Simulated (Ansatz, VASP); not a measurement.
Two plane-wave programs on H7C2F

```
C H F
1.0
     7.23043    0.00000    0.00000
     0.00000    7.23043    0.00000
     0.00000    0.00000    7.23043
C H F
6 21 3
Direct
  0.57509 0.98572 0.68023
  0.44485 0.93008 0.52312
  0.05013 0.06887 0.06146
  0.17456 0.89787 0.05546
  0.44281 0.43030 0.23901
  0.46229 0.44084 0.02877
  0.62785 0.86378 0.75517
  0.68974 0.07418 0.63088
  0.50430 0.07025 0.78501
  0.38306 0.05253 0.45789
  0.51796 0.85223 0.41492
  0.33154 0.84232 0.57364
  0.08656 0.16561 0.94924
  0.90385 0.03112 0.04484
  0.06442 0.13960 0.19567
  0.13854 0.80067 0.16620
  0.15895 0.82423 0.92355
  0.32116 0.93498 0.07129
  0.43659 0.56879 0.30049
  0.31547 0.35798 0.27970
  0.56034 0.35813 0.30253
  0.46249 0.30231 0.96659
  0.34790 0.51888 0.96629
  0.59247 0.50786 0.98863
  0.84775 0.54694 0.59984
  0.98337 0.37432 0.08961
  0.83496 0.86618 0.62214
  0.80336 0.42529 0.61957
  0.95383 0.49575 0.12535
  0.92499 0.77724 0.58472
```

Alike in both runs: functional PBE; dispersion D3(BJ); k mesh 1 × 1 × 1; occupations fermi-dirac, width 0.02 eV; no spin polarisation.

Ansatz relaxed the structure, and its values are those at the end. VASP's run is a single point on that final structure, the one shown.

|  | VASP | Ansatz |
| --- | --- | --- |
| version | VASP 6.6.1 | Ansatz 0.2.0 |
| potentials or method | VASP PAW PBE potentials, release 64 (C_h, H_h, F_h), cutoff 1010 eV | scalar-relativistic, plane waves, PAW |
| valence electrons in the cell | 66 | 66 |

|  | VASP | Ansatz | Ansatz less VASP |
| --- | --- | --- | --- |
| rms of the force components (eV/Å) | 0.041 | 0.039 | -0.0023 |
